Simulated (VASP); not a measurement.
Here is a VASP 6.6.1 calculation.

The input INCAR:

```
SYSTEM = Ta2CN
ALGO = Normal
EDIFF = 1E-7
EDIFFG = -0.02
ENCUT = 600
GGA = CA
GGA_COMPAT = .False.
IBRION = 2
ISIF = 3
ISMEAR = 1
LASPH = .True.
LCHARG = .False.
LREAL = .False.
LWAVE = .False.
NELM = 120
NELMIN = 4
NSW = 60
PREC = Accurate
SIGMA = 0.05
```

File KPOINTS:

```
k-points
0
Gamma
  6 6 5
  0 0 0
```

File POSCAR:

```
Ta2CN
1.0
    3.1467670000      0.0000000000      0.0000000000
    0.0000000000      3.1467670000      0.0000000000
    0.0000000000      0.0000000000      4.4577000000
Ta C N
2 1 1
Direct
    0.0000000000      0.0000000000      0.0000000000
    0.5000000000      0.5000000000      0.5000000000
    0.0000000000      0.0000000000      0.5000000000
    0.5000000000      0.5000000000      0.0000000000
```

Potentials or basis: VASP PAW LDA potentials, release 64 (Ta_sv_GW, C, N).

The run is started by

```console
$ cat potpaw_LDA.64/Ta_sv_GW/POTCAR potpaw_LDA.64/C/POTCAR potpaw_LDA.64/N/POTCAR > POTCAR
$ mpirun -np 1 vasp_std > vasp.out
```

**Question.** Predict the relaxed cell.

**Answer.** a = 3.096 Å, b = 3.096 Å, c = 4.400 Å, α = 90.00°, β = 90.00°, γ = 90.00°.

**Question.** What does it give for the relaxed volume?

**Answer.** 10.55 Å³/atom.

**Question.** Estimate the space group after relaxing (to 0.05 Å).

**Answer.** P4/mmm (No. 123).

Final structure:
```cif
data_structure
_symmetry_space_group_name_H-M 'P 1'
_symmetry_Int_Tables_number 1
_cell_length_a 3.0963
_cell_length_b 3.0963
_cell_length_c 4.4005
_cell_angle_alpha 90.000
_cell_angle_beta 90.000
_cell_angle_gamma 90.000
_cell_volume 42.19
loop_
_atom_site_label
_atom_site_type_symbol
_atom_site_fract_x
_atom_site_fract_y
_atom_site_fract_z
_atom_site_occupancy
Ta1 Ta 0.00000 0.00000 0.00000 1
Ta2 Ta 0.50000 0.50000 0.50000 1
C1 C 0.00000 0.00000 0.50000 1
N1 N 0.50000 0.50000 0.00000 1
```
